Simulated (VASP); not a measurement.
A run of VASP 6.6.1:

Contents of POSCAR:

```
SnSe
1.0
    0.0000000000      3.0621554168      3.0621554168
    3.0621554168      0.0000000000      3.0621554168
    3.0621554168      3.0621554168      0.0000000000
Sn Se
1 1
Direct
    0.0000000000      0.0000000000      0.0000000000
    0.5000000000      0.5000000000      0.5000000000
```

The input INCAR.step1:

```
PREC     = Accurate       # precision mode
ENCUT    = 520            # plane-wave cutoff, eV
ISMEAR   = -1             # smearing method
SIGMA    = 0.02           # smearing width, eV
LREAL    = False          # projectors in reciprocal space
LASPH    = True           # aspherical terms in the spheres
NELM     = 150            # most SCF steps
LNONCOLLINEAR= True           # non-collinear magnetism
MAGMOM   = 0 0 0 0 0 0    # initial moments
LSORBIT  = True           # spin-orbit coupling
GGA_COMPAT= False        
NBANDS   = 32             # bands
GGA      = PE             # functional
ALGO     = Normal         # electronic algorithm
EDIFF    = 1E-4           # SCF threshold, eV
LWAVE    = True           # write WAVECAR
LCHARG   = False          # write CHGCAR
```

Contents of INCAR.step2:

```
PREC     = Accurate       # precision mode
ENCUT    = 520            # plane-wave cutoff, eV
EDIFF    = 1E-6           # SCF threshold, eV
ISMEAR   = -1             # smearing method
SIGMA    = 0.02           # smearing width, eV
LREAL    = False          # projectors in reciprocal space
LASPH    = True           # aspherical terms in the spheres
NELM     = 150            # most SCF steps
ALGO     = Normal         # electronic algorithm
ISIF     = 2              # what is computed and relaxed
LWAVE    = False          # write WAVECAR
LCHARG   = True           # write CHGCAR
LNONCOLLINEAR= True           # non-collinear magnetism
MAGMOM   = 0 0 0 0 0 0    # initial moments
LORBIT   = 11             # projections on sites
LSORBIT  = True           # spin-orbit coupling
GGA_COMPAT= False        
LORBMOM  = True         
METAGGA  = R2SCAN         # meta-GGA
LMIXTAU  = True         
LVHAR    = True         
NBANDS   = 32             # bands
ISTART   = 1
```

The input KPOINTS:

```
Automatic mesh
0
Gamma
  8 8 8
```

Potentials or basis: VASP PAW PBE potentials, release 64 (Sn_d, Se).

Command:

```console
$ cat potpaw_PBE.64/Sn_d/POTCAR potpaw_PBE.64/Se/POTCAR > POTCAR
$ cp INCAR.step1 INCAR
$ mpirun -np 1 vasp_ncl > vasp.out
$ cp INCAR.step2 INCAR
$ mpirun -np 1 vasp_ncl > vasp.out
```

Hardware: 1 thread of Intel(R) Xeon(R) Platinum 8488C (Sapphire Rapids) (shared host).

Question: How long does it take, and how much memory?

Answer: It took 3.7 min on 1 thread of Intel(R) Xeon(R) Platinum 8488C (Sapphire Rapids), on a shared host, peak memory 0.41 GiB. Counts: k points 29.
